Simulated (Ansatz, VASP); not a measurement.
## InH in VASP and in Ansatz

File INCAR:

```
SYSTEM = InH
ALGO = Normal ; EDIFF = 1E-6
EDIFFG = -0.04 ; ENCUT = 600
GGA = PE ; IBRION = 2
ISIF = 3 ; ISMEAR = 0
LASPH = .True. ; LCHARG = .False.
LREAL = .False. ; LWAVE = .False.
NELM = 60 ; NSW = 90
PREC = Accurate ; SIGMA = 0.1
```

The input KPOINTS:

```
k-points
0
Gamma
  6 6 6
  0 0 0
```

The input POSCAR:

```
InH
1.0
    3.3851129000      0.0000000000      0.0000000000
   -1.6925564500      2.9315937700      0.0000000000
    0.0000000000      0.0000000000      3.6888329700
In H
1 1
Direct
    0.0000000000      0.0000000000      0.5000000000
    0.0000000000      0.0000000000      0.0000000000
```

Input for Ansatz:

```yaml
crystal:
  lattice:
    - [3.3851129, 0.0, 0.0]
    - [-1.69255645, 2.93159377, 0.0]
    - [0.0, 0.0, 3.68883297]
  atoms:
    - { symbol: In, position: [0.0, 0.0, 0.5] }
    - { symbol: H, position: [0.0, 0.0, 0.0] }
basis:
  ecutwfc: 420
kpoints:
  mp_grid: { grid: [6, 6, 6] }
hamiltonian:
  xc: pbe
scf:
  occupations: { method: gaussian, width: 0.1 }
  lower_state_search: "off"
output:
  forces: true
  stress: true
  eigenvalues: true
relax:
  adjacent_minimum: "off"
  f_tol: 0.04
  max_steps: 70
  cell: { stress_tol: 0.4 }
```

Alike in both runs: task relaxation of cell and atoms; functional PBE; k mesh 6 × 6 × 6; occupations gaussian, width 0.1 eV; no spin polarisation.

```csv
,VASP,Ansatz
version,VASP 6.6.1,Ansatz 0.2.0
potentials or method,"VASP PAW PBE potentials, release 64 (In_d, H), cutoff 600 eV","scalar-relativistic, plane waves, PAW"
valence electrons in the cell,14,14
```

|  | VASP | Ansatz | Ansatz less VASP |
| --- | --- | --- | --- |
| gap on the k mesh at the Fermi level, each at its own relaxed structure (eV) | none | none | - |
| relaxed volume (Å³/atom) | 16.88 | 16.85 | -0.030 |
| relaxed cell length with the largest relative difference (Å) | 3.171 | 3.167 | -0.0042 |

A gap of «none» marks a metal or a gap that the smearing closes.
